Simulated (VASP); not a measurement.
Hg: single point with PBE+D3(BJ)

The system is Hg.

```
Hg
1.0
     0.00000    2.31687    2.31687
     2.31687    0.00000    2.31687
     2.31687    2.31687    0.00000
Hg
1
Direct
  0.00000 0.00000 0.00000
```

```json
{"Program": "VASP 6.6.1", "Task": "single point", "Functional": "PBE", "Dispersion": "D3(BJ)", "Potentials or basis": "VASP PAW PBE potentials, release 64 (Hg)", "Cutoff": "520 eV", "k mesh": "16 × 16 × 16", "Occupations": "gaussian, width 0.1 eV", "Spin": "no spin polarisation"}
```

* Pressure: 0.2 GPa
* Band gap on the k mesh: zero (bands 6 and 7 overlap by 1.58 eV)
* Dispersion energy per atom: -0.421 eV

Levels at points of the mesh, in eV from the Fermi level:
```tsv
k point	band 2	band 3	band 4	band 5	band 6	band 7	band 8	band 9	band 10	band 11
(0.00, 0.00, 0.00)	-6.70	-6.70	-6.70	-6.13	-6.13	13.62	14.43	14.43	14.43	18.45
(0.50, 0.00, 0.00)	-6.70	-6.70	-5.65	-5.65	-1.57	-1.23	12.16	12.16	12.89	17.52
(0.50, 0.50, 0.00)	-7.49	-5.68	-5.52	-5.52	0.11	0.40	6.98	6.98	11.21	12.86
```

It took 32 s on 1 thread of Intel Xeon 8259CL, with other jobs on the host, peak memory 0.18 GiB.

Caveat: spin-orbit coupling is left out, which moves the levels of the heavy elements.
